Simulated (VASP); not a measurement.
# YIn5Te (P4/mmm) in VASP: further runs

YIn5Te is run at these levels: PBE; tasks: single point.

Everything below comes from runs of VASP 6.6.1. Logs are shortened: lines on timing, memory, paths and dates and some standing lists are left out, and cuts for length are marked.

**1. The cell of the first run**

Symmetry: P4/mmm, No. 123, tetragonal system. The conventional cell has a = 4.694 Å, b = 4.694 Å, c = 7.506 Å, α = 90.00°, β = 90.00°, γ = 90.00°. Within 4.3 Å of Y (site symmetry 4/mmm) lie 12 In at 3.24 to 3.32 Å and 2 Te at 3.75 Å. Within 3.7 Å of In (site symmetry 2mm) lie 2 Te at 2.79 Å and 7 In at 3.03 to 3.32 Å and 2 Y at 3.24 Å. Within 4.3 Å of In (site symmetry 4/mmm) lie 8 In at 3.24 Å and 4 Y at 3.32 Å. Te (site symmetry 4/mmm) has 8 In at 2.79 Å within 3.7 Å.

**2. Single point, PBE**

Input file INCAR:

```
PREC     = Accurate       # precision mode
ENCUT    = 520            # plane-wave cutoff, eV
EDIFF    = 1E-6           # SCF threshold, eV
ISMEAR   = 0              # smearing method
SIGMA    = 0.1            # smearing width, eV
LREAL    = F              # projectors in reciprocal space
LASPH    = T              # aspherical terms in the spheres
NELM     = 60             # most SCF steps
ALGO     = Fast           # electronic algorithm
ISIF     = 2              # what is computed and relaxed
LWAVE    = F              # write WAVECAR
LCHARG   = T              # write CHGCAR
GGA      = PE             # functional
LELF     = T              # ELF
LVHAR    = T            
NBANDS   = 50             # bands
```

Input file KPOINTS:

```
regular mesh
0
Gamma
  4 4 2
```

Input file POSCAR:

```
YIn5Te
1.0
    4.6941812700      0.0000000000      0.0000000000
    0.0000000000      4.6941812700      0.0000000000
    0.0000000000      0.0000000000      7.5061577000
Y In Te
1 5 1
Direct
    0.0000000000      0.0000000000      0.0000000000
    0.0000000000      0.5000000000      0.2980237600
    0.0000000000      0.5000000000      0.7019762400
    0.5000000000      0.0000000000      0.2980237600
    0.5000000000      0.0000000000      0.7019762400
    0.5000000000      0.5000000000      0.0000000000
    0.0000000000      0.0000000000      0.5000000000
```

Potentials or basis: VASP PAW PBE potentials, release 64 (Y_sv, In_d, Te).

Started as:

```console
> cat potpaw_PBE.64/Y_sv/POTCAR potpaw_PBE.64/In_d/POTCAR potpaw_PBE.64/Te/POTCAR > POTCAR
> mpirun -np 1 vasp_std > vasp.out
```

OUTCAR:

```text
PREC = Accurate
   ENCUT = 520
   EDIFF = 1E-6
   ISMEAR = 0
   LREAL = F
   LASPH = T
   NELM = 60
   ISIF = 2
   GGA = PE

 ion  position               nearest neighbor table
   1  0.000  0.000  0.000-   2 3.24   3 3.24   4 3.24   5 3.24   2 3.24   3 3.24   4 3.24   5 3.24
                             6 3.32   6 3.32   6 3.32   6 3.32   7 3.75   7 3.75
   2  0.000  0.500  0.298-   7 2.79   7 2.79   3 3.03   1 3.24   1 3.24   6 3.24   6 3.24   4 3.32
                             4 3.32   4 3.32   4 3.32
   3  0.000  0.500  0.702-   7 2.79   7 2.79   2 3.03   1 3.24   1 3.24   6 3.24   6 3.24   5 3.32
                             5 3.32   5 3.32   5 3.32
   4  0.500  0.000  0.298-   7 2.79   7 2.79   5 3.03   1 3.24   6 3.24   1 3.24   6 3.24   2 3.32
                             2 3.32   2 3.32   2 3.32
   5  0.500  0.000  0.702-   7 2.79   7 2.79   4 3.03   1 3.24   6 3.24   1 3.24   6 3.24   3 3.32
                             3 3.32   3 3.32   3 3.32
   6  0.500  0.500  0.000-   2 3.24   3 3.24   4 3.24   5 3.24   4 3.24   5 3.24   2 3.24   3 3.24
                             1 3.32   1 3.32   1 3.32   1 3.32
   7  0.000  0.000  0.500-   2 2.79   3 2.79   4 2.79   5 2.79   2 2.79   3 2.79   4 2.79   5 2.79
                             1 3.75   1 3.75

  LATTYP: Found a simple tetragonal cell.
 ALAT       =     4.6941812700
 C/A-ratio  =     1.5990344787

  Lattice vectors:

 A1 = (   4.6941812700,   0.0000000000,   0.0000000000)
 A2 = (   0.0000000000,   4.6941812700,   0.0000000000)
 A3 = (   0.0000000000,   0.0000000000,   7.5061577000)

Analysis of symmetry for initial positions (statically):
=====================================================================
 Subroutine PRICEL returns:
 Original cell was already a primitive cell.

 Routine SETGRP: Setting up the symmetry group for a
 simple tetragonal supercell.

 Subroutine GETGRP returns: Found 16 space group operations
 (whereof 16 operations were pure point group operations)
 out of a pool of 16 trial point group operations.

The static configuration has the point symmetry D_4h.

Analysis of symmetry for dynamics (positions and initial velocities):
=====================================================================
 Subroutine PRICEL returns:
 Original cell was already a primitive cell.

 Routine SETGRP: Setting up the symmetry group for a
 simple tetragonal supercell.

 Subroutine GETGRP returns: Found 16 space group operations
 (whereof 16 operations were pure point group operations)
 out of a pool of 16 trial point group operations.

The dynamic configuration has the point symmetry D_4h.

 Subroutine INISYM returns: Found 16 space group operations
 (whereof 16 operations are pure point group operations),
 and found     1 'primitive' translations

----------------------------------------------------------------------------------------

                                     Primitive cell

  volume of cell :     165.4007

  direct lattice vectors                    reciprocal lattice vectors
     4.694181270  0.000000000  0.000000000     0.213029694  0.000000000  0.000000000
     0.000000000  4.694181270  0.000000000     0.000000000  0.213029694  0.000000000
     0.000000000  0.000000000  7.506157700     0.000000000  0.000000000  0.133223953

  length of vectors
     4.694181270  4.694181270  7.506157700     0.213029694  0.213029694  0.133223953

  position of ions in fractional coordinates (direct lattice)
     0.000000000  0.000000000  0.000000000
     0.000000000  0.500000000  0.298023760
     0.000000000  0.500000000  0.701976240
     0.500000000  0.000000000  0.298023760
     0.500000000  0.000000000  0.701976240
     0.500000000  0.500000000  0.000000000
     0.000000000  0.000000000  0.500000000

  ion indices of the primitive-cell ions
   primitive index   ion index
                 1           1
                 2           2
                 3           3
                 4           4
                 5           5
                 6           6
                 7           7

----------------------------------------------------------------------------------------

 KPOINTS: regular mesh

Automatic generation of k-mesh.
 Grid dimensions read from file:
 generate k-points for:    4    4    2

 Generating k-lattice:

  Cartesian coordinates                     Fractional coordinates (reciprocal lattice)
     0.053257424  0.000000000  0.000000000     0.250000000  0.000000000  0.000000000
     0.000000000  0.053257424  0.000000000     0.000000000  0.250000000  0.000000000
     0.000000000  0.000000000  0.066611976     0.000000000  0.000000000  0.500000000

  Length of vectors
     0.053257424  0.053257424  0.066611976

  Shift w.r.t. Gamma in fractional coordinates (k-lattice)
     0.000000000  0.000000000  0.000000000

 Subroutine IBZKPT returns following result:
 ===========================================

 Found     12 irreducible k-points:

 Following reciprocal coordinates:
            Coordinates               Weight
  0.000000  0.000000  0.000000      1.000000
  0.250000  0.000000  0.000000      4.000000
  0.500000  0.000000  0.000000      2.000000
  0.250000  0.250000  0.000000      4.000000
  0.500000  0.250000  0.000000      4.000000
  0.500000  0.500000  0.000000      1.000000
  0.000000  0.000000  0.500000      1.000000
  0.250000  0.000000  0.500000      4.000000
  0.500000  0.000000  0.500000      2.000000
  0.250000  0.250000  0.500000      4.000000
  0.500000  0.250000  0.500000      4.000000
  0.500000  0.500000  0.500000      1.000000
   k-points           NKPTS =     12   k-points in BZ     NKDIM =     12   number of bands    NBANDS=     50
   number of dos      NEDOS =    301   number of ions     NIONS =      7
   total plane-waves  NPLWV =  72576
   dimension x,y,z NGX =    36 NGY =   36 NGZ =   56
   dimension x,y,z NGXF=    72 NGYF=   72 NGZF=  112
   ions per type =               1   5   1
   NGX,Y,Z   is equivalent  to a cutoff of  12.75, 12.75, 12.40 a.u.
   NGXF,Y,Z  is equivalent  to a cutoff of  25.50, 25.50, 24.81 a.u.
 SYSTEM =  unknown system
   PREC   = accura    normal or accurate (medium, high low for compatibility)
   ISTART =      0    job   : 0-new  1-cont  2-samecut
   ICHARG =      2    charge: 1-file 2-atom 10-const
   ISPIN  =      1    spin polarized calculation?
   LNONCOLLINEAR =      F non collinear calculations
   LSORBIT =      F    spin-orbit coupling
   LASPH  =      T    aspherical Exc in radial PAW
   ENCUT  =  520.0 eV  38.22 Ry    6.18 a.u.   8.73  8.73 13.96*2*pi/ulx,y,z
   NELM   =     60;   NELMIN=  2; NELMDL= -5     # of ELM steps
   EDIFF  = 0.1E-05   stopping-criterion for ELM
   LREAL  =      F    real-space projection
   EDIFFG = 0.1E-04   stopping-criterion for IOM
   NSW    =      0    number of steps for IOM
   IBRION =     -1    ionic relax: 0-MD 1-quasi-New 2-CG
   NFREE  =      0    steps in history (QN), initial steepest desc. (CG)
   ISIF   =      2    stress and relaxation
   ISYM   =      2    0-nonsym 1-usesym 2-fastsym
   POTIM  = 0.5000    time-step for ionic-motion
   TEBEG  =    0.0;   TEEND  =   0.0 temperature during run
   PSTRESS=    0.0 pullay stress
   NELECT =      82.0000    total number of electrons
   NUPDOWN=      -1.0000    fix difference up-down
   EMIN   =  10.00;   EMAX   =-10.00  energy-range for DOS
   EFERMI =   0.00;   METHOD = LEGACY
   ISMEAR =     0;   SIGMA  =   0.10  broadening in eV -4-tet -1-fermi 0-gaus
   EFERMI_NEDOS =   21; number of points for ismear=-14 and -15
   IALGO  =     68    algorithm
   IMIX   =      4    mixing-type and parameters
     AMIX     =   0.40;   BMIX     =  1.00
     AMIX_MAG =   1.60;   BMIX_MAG =  1.00
  volume/ion in A,a.u.               =      23.63       159.45
  Fermi-wavevector in a.u.,A,eV,Ry     =   1.295688  2.448495 22.841549  1.678806
  Thomas-Fermi vector in A             =   2.427192
   LORBIT       =      0    0 simple, 1 ext, 2 COOP (PROOUT), +10 PAW based schemes
   GGA     = PE    functional components
   LHFCALC =     F    Hartree Fock is set to
   AEXX    =    0.0000 exact exchange contribution
   IVDW    =     0    specifies the selected vdW correction
   LEPSILON=     F    determine dielectric tensor
   LRPA    =     F    only Hartree local field effects (RPA)
 non-spin polarized calculation
 RMM-DIIS sequential band-by-band and
 Gauss-broadening in eV      SIGMA  =   0.10
  energy-cutoff  :      520.00
  volume of cell :      165.40
 maximum number of plane-waves:      4480
 NGX is ok and might be reduce to    36
   NGX = 17   NGY = 17   NGZ = 27

 number of electron      81.9999992 magnetization

 Free energy of the ion-electron system (eV)
  ---------------------------------------------------
  ext. energy  EPLUGINS =         0.00000000
  ---------------------------------------------------
  free energy    TOTEN  =       -20.35760144 eV

  energy without entropy =      -20.34326625  energy(sigma->0) =      -20.35043384

 E-fermi :   8.8087     XC(G=0): -10.6949

 val. band max:        8.8011559043   @ k =   0.0000   0.0000   0.0000
 cond. band min:       8.9117604727   @ k =   0.2500   0.0000   0.5000
 fundamental gap:      0.1106045684
 Fermi energy:         8.8086848884

 k-point     1 :       0.0000    0.0000    0.0000
  band No.  band energies     occupation
      1     -34.2442      2.00000
      2     -14.3090      2.00000
      3     -14.2702      2.00000
      4     -14.2702      2.00000
      5      -6.8703      2.00000
      6      -6.3718      2.00000
[... 42 lines left out ...]
     49      12.2633      0.00000
     50      12.8639      0.00000

 k-point     2 :       0.2500    0.0000    0.0000
  band No.  band energies     occupation
      1     -34.2438      2.00000
      2     -14.3077      2.00000
      3     -14.2834      2.00000
      4     -14.2708      2.00000
      5      -6.8576      2.00000
      6      -6.3520      2.00000
[... 522 lines left out ...]
 k-point    12 :       0.5000    0.5000    0.5000
  band No.  band energies     occupation
      1     -34.2430      2.00000
      2     -14.3040      2.00000
      3     -14.2909      2.00000
      4     -14.2909      2.00000
      5      -6.9519      2.00000
      6      -6.3310      2.00000
[... 42 lines left out ...]
     49      12.3077      0.00000
     50      12.6116      0.00000

------------------------ aborting loop because EDIFF is reached ----------------------------------------

  FORCE on cell =-STRESS in cart. coord.  units (eV):
  Direction    XX          YY          ZZ          XY          YZ          ZX
  --------------------------------------------------------------------------------------
  -------------------------------------------------------------------------------------
  Total       17.0944060     17.0944060     16.7208360      0.0000000      0.0000000     -0.0000000
  in kB      165.5873668    165.5873668    161.9687283      0.0000000      0.0000000     -0.0000000
  external PRESSURE =     164.3811540 kB  Pullay stress =       0.0000000 kB

 VOLUME and BASIS-vectors are now :
 -----------------------------------------------------------------------------
  energy-cutoff  :      520.00
  volume of cell :      165.40
      direct lattice vectors                 reciprocal lattice vectors
     4.694181270  0.000000000  0.000000000     0.213029694  0.000000000  0.000000000
     0.000000000  4.694181270  0.000000000     0.000000000  0.213029694  0.000000000
     0.000000000  0.000000000  7.506157700     0.000000000  0.000000000  0.133223953

 POSITION                                       TOTAL-FORCE (eV/Angst)
 -----------------------------------------------------------------------------------
      0.00000      0.00000      0.00000        -0.000000      0.000000      0.000000
      0.00000      2.34709      2.23701        -0.000000      0.000000     -1.940002
      0.00000      2.34709      5.26914         0.000000      0.000000      1.940002
      2.34709      0.00000      2.23701        -0.000000      0.000000     -1.940002
      2.34709      0.00000      5.26914        -0.000000      0.000000      1.940002
      2.34709      2.34709      0.00000        -0.000000      0.000000      0.000000
      0.00000      0.00000      3.75308        -0.000000      0.000000      0.000000
 -----------------------------------------------------------------------------------
    total drift:                                0.000000      0.000000      0.000000

  FREE ENERGIE OF THE ION-ELECTRON SYSTEM (eV)
  ---------------------------------------------------
  free  energy   TOTEN  =       -20.3576014370 eV

  energy  without entropy=      -20.3432662480  energy(sigma->0) =      -20.35043384
```

It took 2.1 min on 1 thread of AMD EPYC 9R45 (Zen 5), shared host; peak memory 0.29 GiB.

Results:

```yaml
Free_energy: -20.3576 eV
Pressure: 16.4 GPa
Largest_force: 1.940 eV/Å
Band_gap_on_the_k_mesh: zero (band 41 reaches 9.52 eV, above the bottom of band 42 at 7.99 eV)
```

Forces in eV/Å, atoms in the order of the input:
```
Y    0.000  0.000  0.000
In   0.000  0.000 -1.940
In   0.000  0.000  1.940
In   0.000  0.000 -1.940
In   0.000  0.000  1.940
In   0.000  0.000  0.000
Te   0.000  0.000  0.000
```

Caveat: the k points lie up to 0.42 Å⁻¹ apart; spin-orbit coupling is left out, which moves the levels of the heavy elements; forces of over 1 eV/Å act on the atoms, so gaps and moduli don't describe the material at rest.

**3. Single point, PBE**

This run uses another cell than the first one, of 28.66 Å³/atom, 1.213 times its volume.

Input file INCAR:

```
PREC = Accurate
ENCUT = 520
EDIFF = 1E-6
ISMEAR = 0
SIGMA = 0.1
LREAL = False
LASPH = True
NELM = 80
ALGO = Fast
ISIF = 2
LWAVE = False
LCHARG = True
GGA = PE
LELF = True
LVHAR = True
NBANDS = 50
```

Input file KPOINTS:

```
Automatic mesh
0
Gamma
  4 4 2
```

Input file POSCAR:

```
YIn5Te
1.0
    4.5556823015      0.0000000000      0.0000000000
    0.0000000000      4.5556823015      0.0000000000
    0.0000000000      0.0000000000      9.6669052132
Y In Te
1 5 1
Direct
    0.0000000000      0.0000000000      0.0000000000
    0.0000000000      0.5000000000      0.2567566831
    0.0000000000      0.5000000000      0.7432433169
    0.5000000000      0.0000000000      0.2567566831
    0.5000000000      0.0000000000      0.7432433169
    0.5000000000      0.5000000000      0.0000000000
    0.0000000000      0.0000000000      0.5000000000
```

Potentials or basis: VASP PAW PBE potentials, release 64 (Y_sv, In_d, Te).

Started as:

```console
> cat potpaw_PBE.64/Y_sv/POTCAR potpaw_PBE.64/In_d/POTCAR potpaw_PBE.64/Te/POTCAR > POTCAR
> mpirun -np 1 vasp_std > vasp.out
```

It took 3.1 min on 1 thread of AMD EPYC 9R45 (Zen 5), shared host; peak memory 0.34 GiB.

Results (log left out):

| Quantity | Value |
| --- | --- |
| Free energy | -23.5413 eV |
| Pressure | -0.1 GPa |
| Largest force | 0.004 eV/Å |
| Band gap on the k mesh | zero (band 41 reaches 7.22 eV, above the bottom of band 42 at 5.58 eV) |

Forces in eV/Å, atoms in the order of the input:
```
Y    0.000  0.000  0.000
In   0.000  0.000  0.004
In   0.000  0.000 -0.004
In   0.000  0.000  0.004
In   0.000  0.000 -0.004
In   0.000  0.000  0.000
Te   0.000  0.000  0.000
```

Stress tensor (GPa, compression positive):
```
-0.19  0.00  0.00
 0.00 -0.19  0.00
 0.00  0.00  0.01
```

Levels at points of the mesh, in eV from the Fermi level:
```csv
k point,band 39,band 40,band 41,band 42,band 43,band 44
"(0.00, 0.00, 0.00)",-0.80,-0.80,0.07,0.07,0.28,0.32
"(0.50, 0.00, 0.00)",-1.05,-0.81,-0.42,0.37,0.61,2.10
"(0.50, 0.50, 0.00)",-2.79,-2.65,-1.08,0.36,0.36,0.88
"(0.00, 0.00, 0.50)",-0.80,-0.80,-0.50,0.16,0.16,1.08
"(0.50, 0.00, 0.50)",-0.80,-0.01,0.84,1.15,1.23,1.56
"(0.50, 0.50, 0.50)",-2.51,-1.82,-0.81,-0.81,-0.68,-0.33
```

Caveat: spin-orbit coupling is left out, which moves the levels of the heavy elements.
